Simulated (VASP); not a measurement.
# Ir (Fm-3m) in VASP: notebook

The runs below take Ir through relaxation of cell and atoms, single point, with LDA.

All numbers are computed with VASP 6.6.1; they aren't measurements. Logs are shortened: lines on timing, memory, paths and dates and some standing lists are left out, and cuts for length are marked.

### 1 The cell of the first run

It takes space group Fm-3m (No. 225, cubic). Conventional cell: a = 3.839 Å, b = 3.839 Å, c = 3.839 Å, α = 90.00°, β = 90.00°, γ = 90.00°. Within 3.6 Å of Ir (site symmetry m-3m) lie 12 Ir at 2.71 Å.

### 2 Relaxation of cell and atoms, LDA

Input file INCAR:

```
SYSTEM = Ir
PREC = Accurate ; ENCUT = 600
EDIFF = 1E-6 ; ISMEAR = -1
SIGMA = 0.1 ; LREAL = .False.
LASPH = .True. ; NELM = 60
ALGO = Normal ; ISIF = 3
LWAVE = .False. ; LCHARG = .False.
IBRION = 2 ; NSW = 80
EDIFFG = -0.01
```

Input file KPOINTS:

```
regular mesh
0
Gamma
  14 14 14
  0 0 0
```

Input file POSCAR:

```
Ir
1.0
    0.0000000000      1.9197000000      1.9197000000
    1.9197000000      0.0000000000      1.9197000000
    1.9197000000      1.9197000000      0.0000000000
Ir
1
Direct
    0.0000000000      0.0000000000      0.0000000000
```

Potentials or basis: VASP PAW LDA potentials, release 64 (Ir).

Run with:

```sh
$ cat potpaw_LDA.64/Ir/POTCAR > POTCAR
$ mpirun -np 1 vasp_std > vasp.out
```

OUTCAR:

```text
SYSTEM = Ir
   PREC = Accurate
   ENCUT = 600
   EDIFF = 1E-6
   ISMEAR = -1
   LREAL = .False.
   LASPH = .True.
   NELM = 60
   ISIF = 3
   IBRION = 2
   NSW = 80
   EDIFFG = -0.01

 ion  position               nearest neighbor table
   1  0.000  0.000  0.000-

  LATTYP: Found a face centered cubic cell.
 ALAT       =     3.8394000000

  Lattice vectors:

 A1 = (   0.0000000000,   1.9197000000,   1.9197000000)
 A2 = (   1.9197000000,   0.0000000000,   1.9197000000)
 A3 = (   1.9197000000,   1.9197000000,   0.0000000000)

Analysis of symmetry for initial positions (statically):
=====================================================================
 Subroutine PRICEL returns:
 Original cell was already a primitive cell.

 Routine SETGRP: Setting up the symmetry group for a
 face centered cubic supercell.

 Subroutine GETGRP returns: Found 48 space group operations
 (whereof 48 operations were pure point group operations)
 out of a pool of 48 trial point group operations.

The static configuration has the point symmetry O_h .

Analysis of symmetry for dynamics (positions and initial velocities):
=====================================================================
 Subroutine PRICEL returns:
 Original cell was already a primitive cell.

 Routine SETGRP: Setting up the symmetry group for a
 face centered cubic supercell.

 Subroutine GETGRP returns: Found 48 space group operations
 (whereof 48 operations were pure point group operations)
 out of a pool of 48 trial point group operations.

The dynamic configuration has the point symmetry O_h .

 Subroutine INISYM returns: Found 48 space group operations
 (whereof 48 operations are pure point group operations),
 and found     1 'primitive' translations

----------------------------------------------------------------------------------------

                                     Primitive cell

  volume of cell :      14.1491

  direct lattice vectors                    reciprocal lattice vectors
     0.000000000  1.919700000  1.919700000    -0.260457363  0.260457363  0.260457363
     1.919700000  0.000000000  1.919700000     0.260457363 -0.260457363  0.260457363
     1.919700000  1.919700000  0.000000000     0.260457363  0.260457363 -0.260457363

  length of vectors
     2.714865776  2.714865776  2.714865776     0.451125386  0.451125386  0.451125386

  position of ions in fractional coordinates (direct lattice)
     0.000000000  0.000000000  0.000000000

  ion indices of the primitive-cell ions
   primitive index   ion index
                 1           1

----------------------------------------------------------------------------------------

 KPOINTS: regular mesh

Automatic generation of k-mesh.
 Grid dimensions read from file:
 generate k-points for:   14   14   14

 Generating k-lattice:

  Cartesian coordinates                     Fractional coordinates (reciprocal lattice)
    -0.018604097  0.018604097  0.018604097     0.071428571  0.000000000  0.000000000
     0.018604097 -0.018604097  0.018604097     0.000000000  0.071428571  0.000000000
     0.018604097  0.018604097 -0.018604097     0.000000000  0.000000000  0.071428571

  Length of vectors
     0.032223242  0.032223242  0.032223242

  Shift w.r.t. Gamma in fractional coordinates (k-lattice)
     0.000000000  0.000000000  0.000000000

 Subroutine IBZKPT returns following result:
 ===========================================

 Found    104 irreducible k-points:

 Following reciprocal coordinates:
            Coordinates               Weight
  0.000000  0.000000  0.000000      1.000000
  0.071429  0.000000  0.000000      8.000000
  0.142857  0.000000  0.000000      8.000000
  0.214286  0.000000  0.000000      8.000000
  0.285714  0.000000  0.000000      8.000000
  0.357143  0.000000  0.000000      8.000000
[... 16 lines left out ...]
  0.214286  0.142857  0.000000     24.000000
  0.285714  0.142857  0.000000     24.000000
 [... further k-points ...]
   k-points           NKPTS =    104   k-points in BZ     NKDIM =    104   number of bands    NBANDS=      8
   number of dos      NEDOS =    301   number of ions     NIONS =      1
   total plane-waves  NPLWV =  13824
   dimension x,y,z NGX =    24 NGY =   24 NGZ =   24
   dimension x,y,z NGXF=    48 NGYF=   48 NGZF=   48
   ions per type =               1
   NGX,Y,Z   is equivalent  to a cutoff of  14.70, 14.70, 14.70 a.u.
   NGXF,Y,Z  is equivalent  to a cutoff of  29.39, 29.39, 29.39 a.u.
 SYSTEM =  Ir
   PREC   = accura    normal or accurate (medium, high low for compatibility)
   ISTART =      0    job   : 0-new  1-cont  2-samecut
   ICHARG =      2    charge: 1-file 2-atom 10-const
   ISPIN  =      1    spin polarized calculation?
   LNONCOLLINEAR =      F non collinear calculations
   LSORBIT =      F    spin-orbit coupling
   LASPH  =      T    aspherical Exc in radial PAW
   ENCUT  =  600.0 eV  44.10 Ry    6.64 a.u.   5.42  5.42  5.42*2*pi/ulx,y,z
   NELM   =     60;   NELMIN=  2; NELMDL= -5     # of ELM steps
   EDIFF  = 0.1E-05   stopping-criterion for ELM
   LREAL  =      F    real-space projection
   EDIFFG = -.1E-01   stopping-criterion for IOM
   NSW    =     80    number of steps for IOM
   IBRION =      2    ionic relax: 0-MD 1-quasi-New 2-CG
   NFREE  =      1    steps in history (QN), initial steepest desc. (CG)
   ISIF   =      3    stress and relaxation
   ISYM   =      2    0-nonsym 1-usesym 2-fastsym
   POTIM  = 0.5000    time-step for ionic-motion
   TEBEG  =    0.0;   TEEND  =   0.0 temperature during run
   PSTRESS=    0.0 pullay stress
   NELECT =       9.0000    total number of electrons
   NUPDOWN=      -1.0000    fix difference up-down
   EMIN   =  10.00;   EMAX   =-10.00  energy-range for DOS
   EFERMI =   0.00;   METHOD = LEGACY
   ISMEAR =    -1;   SIGMA  =   0.10  broadening in eV -4-tet -1-fermi 0-gaus
   EFERMI_NEDOS =   21; number of points for ismear=-14 and -15
   IALGO  =     38    algorithm
   IMIX   =      4    mixing-type and parameters
     AMIX     =   0.40;   BMIX     =  1.00
     AMIX_MAG =   1.60;   BMIX_MAG =  1.00
  volume/ion in A,a.u.               =      14.15        95.48
  Fermi-wavevector in a.u.,A,eV,Ry     =   1.407923  2.660589 26.970118  1.982248
  Thomas-Fermi vector in A             =   2.530133
   LORBIT       =      0    0 simple, 1 ext, 2 COOP (PROOUT), +10 PAW based schemes
   GGA     = CA    functional components
   LHFCALC =     F    Hartree Fock is set to
   AEXX    =    0.0000 exact exchange contribution
   IVDW    =     0    specifies the selected vdW correction
   LEPSILON=     F    determine dielectric tensor
   LRPA    =     F    only Hartree local field effects (RPA)
 conjugate gradient relaxation of ions
 non-spin polarized calculation
  energy-cutoff  :      600.00
  volume of cell :       14.15
 maximum number of plane-waves:       495
 NGX is ok and might be reduce to    24
   NGX = 11   NGY = 11   NGZ = 11

--------------------------------------- Ionic step        1  -------------------------------------------

 number of electron       9.0000000 magnetization

 Free energy of the ion-electron system (eV)
  ---------------------------------------------------
  ext. energy  EPLUGINS =         0.00000000
  ---------------------------------------------------
  free energy    TOTEN  =       -10.33090784 eV

  energy without entropy =      -10.29609517  energy(sigma->0) =      -10.31350151

------------------------ aborting loop because EDIFF is reached ----------------------------------------

  FORCE on cell =-STRESS in cart. coord.  units (eV):
  Direction    XX          YY          ZZ          XY          YZ          ZX
  --------------------------------------------------------------------------------------
  -------------------------------------------------------------------------------------
  Total       -0.5017079     -0.5017079     -0.5017079     -0.0000000      0.0000000      0.0000000
  in kB      -56.8108705    -56.8108705    -56.8108705     -0.0000000      0.0000000      0.0000000
  external PRESSURE =     -56.8108705 kB  Pullay stress =       0.0000000 kB
[... 90 lines left out ...]
  energy  without entropy=      -10.3004281248  energy(sigma->0) =      -10.31751882

--------------------------------------- Ionic step        4  -------------------------------------------

 number of electron       9.0000000 magnetization

 Free energy of the ion-electron system (eV)
  ---------------------------------------------------
  ext. energy  EPLUGINS =         0.00000000
  ---------------------------------------------------
  free energy    TOTEN  =       -10.33461213 eV

  energy without entropy =      -10.30044619  energy(sigma->0) =      -10.31752916

 E-fermi :  10.4860     XC(G=0): -14.2234

 val. band max:       10.4783456100   @ k =  -0.4286   0.4286   0.0714
 cond. band min:      10.5234668848   @ k =  -0.3571   0.2857   0.0000
 fundamental gap:      0.0451212748
 Fermi energy:        10.4860416533

 k-point     1 :       0.0000    0.0000    0.0000
  band No.  band energies     occupation
      1      -0.6950      2.00000
      2       6.5633      2.00000
      3       6.5633      2.00000
      4       6.5633      2.00000
      5       9.3515      1.99998
      6       9.3515      1.99998
      7      24.8824      0.00000
      8      30.5063      0.00000
[... 243 lines left out ...]
 k-point    24 :       0.2857    0.1429    0.0000
  band No.  band energies     occupation
      1       2.0850      2.00000
      2       5.1952      2.00000
      3       6.9565      2.00000
      4       7.7132      2.00000
      5       9.0990      2.00000
      6      10.3189      1.68358
      7      25.5966      0.00000
      8      28.5239      0.00000

 [... further k-points ...]
[... 5 lines left out ...]
  --------------------------------------------------------------------------------------
  -------------------------------------------------------------------------------------
  Total       -0.0010510     -0.0010510     -0.0010510      0.0000000      0.0000000      0.0000000
  in kB       -0.1207661     -0.1207661     -0.1207661      0.0000000      0.0000000      0.0000000
  external PRESSURE =      -0.1207661 kB  Pullay stress =       0.0000000 kB
[... 16 lines left out ...]
  FREE ENERGIE OF THE ION-ELECTRON SYSTEM (eV)
  ---------------------------------------------------
  free  energy   TOTEN  =       -10.3346121303 eV

  energy  without entropy=      -10.3004461852  energy(sigma->0) =      -10.31752916

 reached required accuracy - stopping structural energy minimisation
```

Run time: 54 s. Hardware: 1 thread of Intel Xeon 6975P-C, shared host; peak memory 0.15 GiB.

What came out:

- Free energy: -10.3346 eV
- Relaxed volume: 13.94 Å³/atom
- Relaxed cell: a = 2.702 Å, b = 2.702 Å, c = 2.702 Å, α = 60.00°, β = 60.00°, γ = 60.00°
- Space group after relaxing (to 0.05 Å): Fm-3m (No. 225)
- Energy gained by relaxing: 3.7 meV/atom
- Ionic steps: 4
- Pressure after relaxing: 0.0 GPa

Step by step:
| step | energy change (eV) | largest force (eV/Å) | pressure (GPa) | volume (Å³) |
| --- | --- | --- | --- | --- |
| 1 | 0.0000 | 0.0000 | -5.68 | 14.15 |
| 2 | 0.0607 | 0.0000 | 27.48 | 13.15 |
| 3 | -0.0037 | 0.0000 | -0.16 | 13.95 |
| 4 | -0.0037 | 0.0000 | -0.01 | 13.94 |

Final structure:
```cif
data_structure
_symmetry_space_group_name_H-M 'P 1'
_symmetry_Int_Tables_number 1
_cell_length_a 2.7017
_cell_length_b 2.7017
_cell_length_c 2.7017
_cell_angle_alpha 60.000
_cell_angle_beta 60.000
_cell_angle_gamma 60.000
_cell_volume 13.94
loop_
_atom_site_label
_atom_site_type_symbol
_atom_site_fract_x
_atom_site_fract_y
_atom_site_fract_z
_atom_site_occupancy
Ir1 Ir 0.00000 0.00000 0.00000 1
```

Caveat: spin-orbit coupling is left out, which moves the levels of the heavy elements. LDA usually gives volumes a few per cent too small.

### 3 Single point, LDA

This run uses another cell than the first one, of 13.85 Å³/atom, 0.979 times its volume.

Input file INCAR:

```
ALGO = Normal ; EDIFF = 1E-6
ENCUT = 520 ; GGA = CA
ISIF = 2 ; ISMEAR = -1
LASPH = True ; LCHARG = False
LREAL = False ; LWAVE = False
NBANDS = 10 ; NELM = 80
PREC = Accurate ; SIGMA = 0.3
```

Input file KPOINTS:

```
k-points
0
Gamma
  14 14 14
```

Input file POSCAR:

```
Ir
1.0
    0.0000000000      1.9060927672      1.9060927672
    1.9060927672      0.0000000000      1.9060927672
    1.9060927672      1.9060927672      0.0000000000
Ir
1
Direct
    0.0000000000      0.0000000000      0.0000000000
```

Potentials or basis: VASP PAW LDA potentials, release 64 (Ir).

Run with:

```sh
$ cat potpaw_LDA.64/Ir/POTCAR > POTCAR
$ mpirun -np 1 vasp_std > vasp.out
```

Run time: 6.7 s. Hardware: 1 thread of Intel Xeon 6975P-C, shared host; peak memory 0.13 GiB.

The run converged. Its results:

| Item | Value |
| --- | --- |
| Free energy | -10.4612 eV |
| Pressure | 5.2 GPa |

Levels at points of the mesh, in eV from the Fermi level:
| k point | band 1 | band 2 | band 3 | band 4 | band 5 | band 6 | band 7 | band 8 | band 9 |
| --- | --- | --- | --- | --- | --- | --- | --- | --- | --- |
| (0.00, 0.00, 0.00) | -11.29 | -3.98 | -3.98 | -3.98 | -1.17 | -1.17 | 14.35 | 20.01 | 20.01 |
| (0.50, 0.00, 0.00) | -8.29 | -4.08 | -4.08 | -0.72 | 1.00 | 1.00 | 7.55 | 13.89 | 19.98 |
| (0.50, 0.50, 0.00) | -8.11 | -7.54 | 0.99 | 1.60 | 1.60 | 1.79 | 10.87 | 11.85 | 11.85 |

Caveat: spin-orbit coupling is left out, which moves the levels of the heavy elements.

[end of part 1 of 2]
